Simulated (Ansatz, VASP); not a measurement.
## ZnPbF in VASP and in Ansatz

```
Zn Pb F
1.0
     3.46921    0.00000    0.00000
     0.00000    4.05465    0.00000
     0.00000    0.00000    8.89895
Zn Pb F
2 2 2
Direct
  0.00000 0.50000 0.13738
  0.50000 0.00000 0.86262
  0.00000 0.00000 0.37101
  0.50000 0.50000 0.62899
  0.00000 0.00000 0.99671
  0.50000 0.50000 0.00329
```

Change from the starting cell: species swapped into the VClO type (Pmmn, No. 59).

Alike in both runs: functional PBE; k mesh 6 × 4 × 2; occupations gaussian, width 0.1 eV; no spin polarisation.

Ansatz relaxed the structure, and its values are those at the end. VASP's run is a single point on that final structure, the one shown.

|  | VASP | Ansatz |
| --- | --- | --- |
| version | VASP 6.6.1 | Ansatz 0.2.0 |
| potentials or method | VASP PAW PBE potentials, release 64 (Zn, Pb_d, F), cutoff 520 eV | scalar-relativistic, plane waves, PAW |
| valence electrons in the cell | 66 | 66 |

VASP gave:

| Item | Value |
| --- | --- |
| gap on the k mesh at the Fermi level (eV) | none |
| pressure (GPa) | 0.1 |
| rms of the force components (eV/Å) | 0.027 |

**Question.** Which values does Ansatz return?

**Answer.** gap on the k mesh at the Fermi level (eV): none; pressure (GPa): 0.1; rms of the force components (eV/Å): 0.010.

A gap of «none» marks a metal or a gap that the smearing closes.

The k mesh is coarse, so the values compare programs but aren't converged. Spin-orbit coupling is off throughout.
